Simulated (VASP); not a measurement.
## Ca3AsP: single point with PBE

Crystal: Ca3AsP.

```
CELL_PARAMETERS angstrom
5.33390 0.00000 0.00000
0.00000 5.33390 0.00000
0.00000 0.00000 5.33390
ATOMIC_POSITIONS crystal
Ca 0.92500 0.17600 0.38700
Ca 0.42500 0.67600 0.38700
Ca 0.42500 0.17600 0.88700
P 0.42500 0.17600 0.38700
As 0.92500 0.67600 0.88700
```

| Property | Result |
| --- | --- |
| Program | VASP 6.6.1 |
| Task | single point |
| Functional | PBE |
| Potentials or basis | VASP PAW PBE potentials, release 64 (Ca_sv, P, As) |
| Cutoff | 500 eV |
| k mesh | 4 × 4 × 4 |
| Occupations | gaussian, width 0.1 eV |
| Spin | no spin polarisation |
| Dipole correction | no |
| Further INCAR settings | ALGO = Normal; EDIFF = 1e-06; NBANDS = 28 |

```json
{
 "Pressure": "0.0 GPa",
 "Band gap on the k mesh": "0.18 eV"
}
```

Levels at points of the mesh, in eV from the valence-band top:
```
           k point  band 17  band 18  band 19  band 20  band 21  band 22  band 23  band 24
(0.00, 0.00, 0.00)    -1.72     0.00     0.00     0.00     0.18     0.89     0.89     1.09
(0.50, 0.00, 0.00)    -1.69    -1.69    -0.81    -0.81     1.37     1.49     1.78     2.63
(0.50, 0.50, 0.00)    -1.88    -1.13    -1.13    -0.77     1.89     1.89     1.92     2.14
(0.50, 0.50, 0.50)    -3.18    -1.39    -1.39    -1.39     2.18     2.18     2.18     2.46
```

Run time: 82 s on 1 thread of Intel Xeon 8259CL, with other jobs on the host, peak memory 0.25 GiB.
